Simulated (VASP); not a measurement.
**Ca4SiSe2: density of states with PBE**

The system is Ca4SiSe2.

```xyz
7
Lattice="9.1554 0.0000 0.0000 -4.5777 7.9288 0.0000 0.0000 0.0000 5.6158" Properties=species:S:1:pos:R:3 pbc="T T T"
Ca    4.5777    0.0000    0.0000
Ca   -2.2889    3.9644    0.0000
Ca    2.2889    3.9644    0.0000
Ca    0.0000    0.0000    2.8079
Si    0.0000    0.0000    0.0000
Se    0.0000    5.2859    0.0000
Se    4.5777    2.6429    0.0000
```

```json
{
  "Program": "VASP 6.6.1",
  "Task": "density of states",
  "Functional": "PBE",
  "Potentials or basis": "VASP PAW PBE potentials, release 64 (Ca_sv, Si, Se)",
  "Cutoff": "520 eV",
  "k mesh": "6 × 6 × 8",
  "Occupations": "gaussian, width 0.1 eV",
  "Spin": "no spin polarisation",
  "Dipole correction": "no",
  "k mesh for the DOS": "9 × 9 × 12",
  "Occupations for the DOS": "tetrahedron",
  "Further INCAR settings": "ALGO = Normal; EDIFF = 1e-06"
}
```

```json
{
  "Valence electrons inside the program's atomic spheres": "Ca 8.12, 8.10; Si 1.57; Se 3.96"
}
```

Levels at points of the mesh, in eV from the Fermi level:
| k point | band 26 | band 27 | band 28 | band 29 | band 30 | band 31 |
| --- | --- | --- | --- | --- | --- | --- |
| (0.00, 0.00, 0.00) | -0.69 | -0.27 | -0.27 | 0.14 | 0.72 | 0.72 |
| (0.00, 0.00, 0.50) | -1.56 | -0.32 | -0.32 | 0.72 | 1.01 | 1.01 |

Wall time 14 min on 1 thread of AMD EPYC 9R45 96-Core Processor (Zen 5), with other jobs on the host, peak memory 1.1 GiB.
